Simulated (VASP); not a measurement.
FeO:

```
CELL_PARAMETERS angstrom
-1.60210 1.60210 2.08339
1.60210 -1.60210 2.08339
1.60210 1.60210 -2.08339
ATOMIC_POSITIONS crystal
Fe 0.00000 0.00000 0.00000
O 0.50000 0.50000 0.00000
```

Base run:

| Item | Value |
| --- | --- |
| Program | VASP 6.6.1 |
| Functional | PBEsol |
| Potentials or basis | VASP PAW PBE potentials, release 64 (Fe, O) |
| Cutoff | 520 eV |
| k mesh | 12 × 12 × 12 |
| Occupations | fermi-dirac, width 0.05 eV |
| Spin | collinear spin, ferromagnetic start |
| Starting moments | [3.0, 0.0] μB |

Its results: band gap on the k mesh zero (filled and empty bands overlap); pressure -16.1 GPa; net moment 4.00 μB per cell; site moments Fe +3.61; O +0.30 μB.

**Question.** The run is repeated on the same cell with these changes: functional from PBEsol to r2SCAN. What comes out?

**Answer.** Band gap on the k mesh zero (filled and empty bands overlap); pressure -13.4 GPa; net moment 4.00 μB per cell; site moments Fe +3.68; O +0.27 μB.

Caveats: the PAW data sets were made with another functional, which shifts forces and pressure a little; a cell with one magnetic atom can't hold antiferromagnetic order, which such compounds often take; semilocal functionals often make such compounds metallic where correlation or magnetic order opens a gap, which also shifts bond lengths.
